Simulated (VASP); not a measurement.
# Re in VASP: relaxation of the atoms with PBE

Aim: the relaxation of the atoms of Re with PBE.

Everything below comes from runs of VASP 6.6.1. Logs are shortened: lines on timing, memory, paths and dates and some standing lists are left out, and cuts for length are marked.

### 1 The cell of the first run

The cell holds a slab with vacuum, 3 atoms: a = 2.769 Å, b = 2.769 Å, c = 17.915 Å, α = 90.00°, β = 90.00°, γ = 90.00°.

### 2 Relaxation of the atoms, PBE

The input, INCAR:

```
SYSTEM = Re
  PREC = Accurate
  ENCUT = 520
  EDIFF = 1E-7
  ISMEAR = 0
  SIGMA = 0.1
  LREAL = .FALSE.
  LASPH = .TRUE.
  NELM = 100
  ALGO = Normal
  ISIF = 2
  LWAVE = .FALSE.
  LCHARG = .FALSE.
  LDIPOL = .TRUE.
  IDIPOL = 3
  DIPOL = 0.5 0.5 0.500
  GGA = PE
  IBRION = 2
  NSW = 70
  EDIFFG = -0.03
```

The input, KPOINTS:

```
regular mesh
0
G
  10 10 1
  0 0 0
```

The input, POSCAR:

```
Re
1.0
    2.7686392928      0.0000000000      0.0000000000
    0.0000000000      2.7686392928      0.0000000000
    0.0000000000      0.0000000000     17.9154472373
Re
3
Selective dynamics
Direct
    0.5000000000      0.5000000000      0.3907242676  F F F
    0.0000000000      0.0000000000      0.5000000000  T T T
    0.5000000000      0.5000000000      0.6092757324  T T T
```

Potentials or basis: VASP PAW PBE potentials, release 64 (Re).

The run is started by

```
$ cat potpaw_PBE.64/Re/POTCAR > POTCAR
$ mpirun -np 1 vasp_std > vasp.out
```

OUTCAR:

```text
SYSTEM = Re
   PREC = Accurate
   ENCUT = 520
   EDIFF = 1E-7
   ISMEAR = 0
   LREAL = .FALSE.
   LASPH = .TRUE.
   NELM = 100
   ISIF = 2
   GGA = PE
   IBRION = 2
   NSW = 70
   EDIFFG = -0.03

 ion  position               nearest neighbor table
   1  0.500  0.500  0.391-   2 2.77   2 2.77   2 2.77   2 2.77
   2  0.000  0.000  0.500-   1 2.77   3 2.77   1 2.77   3 2.77   1 2.77   3 2.77   1 2.77   3 2.77

   3  0.500  0.500  0.609-   2 2.77   2 2.77   2 2.77   2 2.77

  LATTYP: Found a simple tetragonal cell.
 ALAT       =     2.7686392928
 C/A-ratio  =     6.4708491582

  Lattice vectors:

 A1 = (   2.7686392928,   0.0000000000,   0.0000000000)
 A2 = (   0.0000000000,   2.7686392928,   0.0000000000)
 A3 = (   0.0000000000,   0.0000000000,  17.9154472373)

Analysis of symmetry for initial positions (statically):
=====================================================================
 Subroutine PRICEL returns:
 Original cell was already a primitive cell.

 Routine SETGRP: Setting up the symmetry group for a
 simple tetragonal supercell.

 Subroutine GETGRP returns: Found 16 space group operations
 (whereof 16 operations were pure point group operations)
 out of a pool of 16 trial point group operations.

The static configuration has the point symmetry D_4h.

Analysis of symmetry for dynamics (positions and initial velocities):
=====================================================================
 Subroutine PRICEL returns:
 Original cell was already a primitive cell.

 Routine SETGRP: Setting up the symmetry group for a
 simple tetragonal supercell.

 Subroutine GETGRP returns: Found 16 space group operations
 (whereof 16 operations were pure point group operations)
 out of a pool of 16 trial point group operations.

The dynamic configuration has the point symmetry D_4h.

Analysis of constrained symmetry for selective dynamics:
=====================================================================
 Subroutine PRICEL returns:
 Original cell was already a primitive cell.

 Routine SETGRP: Setting up the symmetry group for a
 simple tetragonal supercell.

 Subroutine GETGRP returns: Found  8 space group operations
 (whereof  8 operations were pure point group operations)
 out of a pool of 16 trial point group operations.

The constrained configuration has the point symmetry C_4v.

 Subroutine INISYM returns: Found  8 space group operations
 (whereof  8 operations are pure point group operations),
 and found     1 'primitive' translations

----------------------------------------------------------------------------------------

                                     Primitive cell

  volume of cell :     137.3284

  direct lattice vectors                    reciprocal lattice vectors
     2.768639293  0.000000000  0.000000000     0.361188257  0.000000000  0.000000000
     0.000000000  2.768639293  0.000000000     0.000000000  0.361188257  0.000000000
     0.000000000  0.000000000 17.915447237     0.000000000  0.000000000  0.055817753

  length of vectors
     2.768639293  2.768639293 17.915447237     0.361188257  0.361188257  0.055817753

  position of ions in fractional coordinates (direct lattice)
     0.500000000  0.500000000  0.390724268
     0.000000000  0.000000000  0.500000000
     0.500000000  0.500000000  0.609275732

  ion indices of the primitive-cell ions
   primitive index   ion index
                 1           1
                 2           2
                 3           3

[... 64 lines left out ...]
   LASPH  =      T    aspherical Exc in radial PAW
   ENCUT  =  520.0 eV  38.22 Ry    6.18 a.u.   5.15  5.15 33.31*2*pi/ulx,y,z
   NELM   =    100;   NELMIN=  2; NELMDL= -5     # of ELM steps
   EDIFF  = 0.1E-06   stopping-criterion for ELM
   LREAL  =      F    real-space projection
   EDIFFG = -.3E-01   stopping-criterion for IOM
   NSW    =     70    number of steps for IOM
   IBRION =      2    ionic relax: 0-MD 1-quasi-New 2-CG
   NFREE  =      1    steps in history (QN), initial steepest desc. (CG)
   ISIF   =      2    stress and relaxation
   ISYM   =      2    0-nonsym 1-usesym 2-fastsym
   POTIM  = 0.5000    time-step for ionic-motion
   TEBEG  =    0.0;   TEEND  =   0.0 temperature during run
   PSTRESS=    0.0 pullay stress
   NELECT =      21.0000    total number of electrons
   NUPDOWN=      -1.0000    fix difference up-down
   EMIN   =  10.00;   EMAX   =-10.00  energy-range for DOS
   EFERMI =   0.00;   METHOD = LEGACY
   ISMEAR =     0;   SIGMA  =   0.10  broadening in eV -4-tet -1-fermi 0-gaus
   EFERMI_NEDOS =   21; number of points for ismear=-14 and -15
   IALGO  =     38    algorithm
   IMIX   =      4    mixing-type and parameters
     AMIX     =   0.40;   BMIX     =  1.00
     AMIX_MAG =   1.60;   BMIX_MAG =  1.00
  volume/ion in A,a.u.               =      45.78       308.91
  Fermi-wavevector in a.u.,A,eV,Ry     =   0.875443  1.654347 10.427507  0.766400
  Thomas-Fermi vector in A             =   1.995114
   LORBIT       =      0    0 simple, 1 ext, 2 COOP (PROOUT), +10 PAW based schemes
   GGA     = PE    functional components
   LHFCALC =     F    Hartree Fock is set to
   AEXX    =    0.0000 exact exchange contribution
   IVDW    =     0    specifies the selected vdW correction
   LEPSILON=     F    determine dielectric tensor
   LRPA    =     F    only Hartree local field effects (RPA)
 conjugate gradient relaxation of ions
 non-spin polarized calculation
 Gauss-broadening in eV      SIGMA  =   0.10
  energy-cutoff  :      520.00
  volume of cell :      137.33
 maximum number of plane-waves:      3724
 NGX is ok and might be reduce to    24
   NGX = 11   NGY = 11   NGZ = 67

--------------------------------------- Ionic step        1  -------------------------------------------

 number of electron      21.0000000 magnetization

 Free energy of the ion-electron system (eV)
  ---------------------------------------------------
  ext. energy  EPLUGINS =         0.00000000
  ---------------------------------------------------
  free energy    TOTEN  =       -33.45822380 eV

  energy without entropy =      -33.43223308  energy(sigma->0) =      -33.44522844

------------------------ aborting loop because EDIFF is reached ----------------------------------------

  FORCE on cell =-STRESS in cart. coord.  units (eV):
  Direction    XX          YY          ZZ          XY          YZ          ZX
  --------------------------------------------------------------------------------------
  -------------------------------------------------------------------------------------
  Total       -6.7232867     -6.7232867     -5.4366113      0.0000000     -0.0000000      0.0000000
  in kB      -78.4389560    -78.4389560    -63.4276259      0.0000000     -0.0000000      0.0000000
  external PRESSURE =     -73.4351793 kB  Pullay stress =       0.0000000 kB
[... 55 lines left out ...]
  FREE ENERGIE OF THE ION-ELECTRON SYSTEM (eV)
  ---------------------------------------------------
  free  energy   TOTEN  =       -33.5319623591 eV

  energy  without entropy=      -33.5096517350  energy(sigma->0) =      -33.52080705

 dipolmoment           0.000000      0.000000      0.010903 electrons x Angstroem

--------------------------------------- Ionic step        3  -------------------------------------------

 number of electron      21.0000000 magnetization

------------------------ aborting loop because EDIFF is reached ----------------------------------------
[... 34 lines left out ...]
 number of electron      21.0000000 magnetization

------------------------ aborting loop because EDIFF is reached ----------------------------------------

 vacuum level on the upper side and lower side of the slab       (xc-potential included)        -0.107         0.090

  FORCE on cell =-STRESS in cart. coord.  units (eV):
  Direction    XX          YY          ZZ          XY          YZ          ZX
  --------------------------------------------------------------------------------------
  -------------------------------------------------------------------------------------
  Total       -4.9808763     -4.9808763     -1.6245601      0.0000000     -0.0000000      0.0000000
  in kB      -58.1106766    -58.1106766    -18.9533486      0.0000000     -0.0000000      0.0000000
  external PRESSURE =     -45.0582339 kB  Pullay stress =       0.0000000 kB
[... 61 lines left out ...]
--------------------------------------- Ionic step        6  -------------------------------------------

 number of electron      21.0000001 magnetization

 dipolmoment           0.000000      0.000000     -0.000412 electrons x Angstroem

 Free energy of the ion-electron system (eV)
  ---------------------------------------------------
  ext. energy  EPLUGINS =         0.00000000
  ---------------------------------------------------
  free energy    TOTEN  =       -33.60263782 eV

  energy without entropy =      -33.58256582  energy(sigma->0) =      -33.59260182

 E-fermi :  -0.5481     XC(G=0):  -5.6124

 val. band max:       -0.5602713548   @ k =   0.5000   0.3000   0.0000
 cond. band min:      -0.5227454352   @ k =   0.3000   0.3000   0.0000
 fundamental gap:      0.0375259196
 Fermi energy:        -0.5481491556

 k-point     1 :       0.0000    0.0000    0.0000
  band No.  band energies     occupation
      1      -9.6478      2.00000
      2      -7.0454      2.00000
      3      -6.9027      2.00000
      4      -6.1968      2.00000
      5      -4.4669      2.00000
      6      -2.7935      2.00000
      7      -2.0108      2.00000
      8      -2.0108      2.00000
      9      -1.9381      2.00000
     10      -1.1884      2.00000
     11       0.1857      0.00000
     12       0.1857      0.00000
     13       0.3442      0.00000
     14       0.7271      0.00000
[... 328 lines left out ...]
      3      -5.7640      2.00000
      4      -5.7640      2.00000
      5      -4.9824      2.00000
      6      -3.1186      2.00000
      7      -3.1186      2.00000
      8      -0.0166      0.00000
      9       0.8289      0.00000
     10       0.8289      0.00000
     11       1.8391      0.00000
     12       1.9047      0.00000
     13       3.7115      0.00000
     14       3.8052      0.00000

------------------------ aborting loop because EDIFF is reached ----------------------------------------

 vacuum level on the upper side and lower side of the slab       (xc-potential included)        -0.013        -0.100

  FORCE on cell =-STRESS in cart. coord.  units (eV):
  Direction    XX          YY          ZZ          XY          YZ          ZX
  --------------------------------------------------------------------------------------
  -------------------------------------------------------------------------------------
  Total       -4.3263585     -4.3263585     -0.1861340      0.0000000      0.0000000      0.0000000
  in kB      -50.4745756    -50.4745756     -2.1715801      0.0000000      0.0000000      0.0000000
  external PRESSURE =     -34.3735771 kB  Pullay stress =       0.0000000 kB
[... 18 lines left out ...]
  FREE ENERGIE OF THE ION-ELECTRON SYSTEM (eV)
  ---------------------------------------------------
  free  energy   TOTEN  =       -33.6026378236 eV

  energy  without entropy=      -33.5825658172  energy(sigma->0) =      -33.59260182

 reached required accuracy - stopping structural energy minimisation

 vacuum level on the upper side and lower side of the slab         4.291         4.200
```

Run time: 4.5 min. Hardware: 1 thread of Intel Xeon Platinum 8375C at 2.90GHz (Ice Lake), shared host; peak memory 0.28 GiB.

Results:

| Item | Value |
| --- | --- |
| Free energy | -33.6026 eV |
| Energy gained by relaxing | 48.1 meV/atom |
| Ionic steps | 6 |
| Band gap on the k mesh | zero (an odd number of electrons rules out a gap without spin polarisation) |

Step by step:
| step | energy change (eV) | largest force on free atoms (eV/Å) | pressure (GPa) |
| --- | --- | --- | --- |
| 1 | 0.0000 | 1.3779 | -7.34 |
| 2 | -0.0737 | 0.7912 | -6.04 |
| 3 | -0.1010 | 0.7656 | -4.69 |
| 4 | -0.1013 | 0.8259 | -4.51 |
| 5 | -0.1327 | 0.4555 | -4.00 |
| 6 | -0.1444 | 0.0294 | -3.44 |

Final structure:
```yaml
crystal:
  lattice:
    - [2.76864, 0.00000, 0.00000]
    - [0.00000, 2.76864, 0.00000]
    - [0.00000, 0.00000, 17.91545]
  atoms:
    - { symbol: Re, position: [0.50000, 0.50000, 0.39072] }
    - { symbol: Re, position: [0.00000, 0.00000, 0.49481] }
    - { symbol: Re, position: [0.50000, 0.50000, 0.59866] }
```

Caveat: spin-orbit coupling is left out, which moves the levels of the heavy elements.
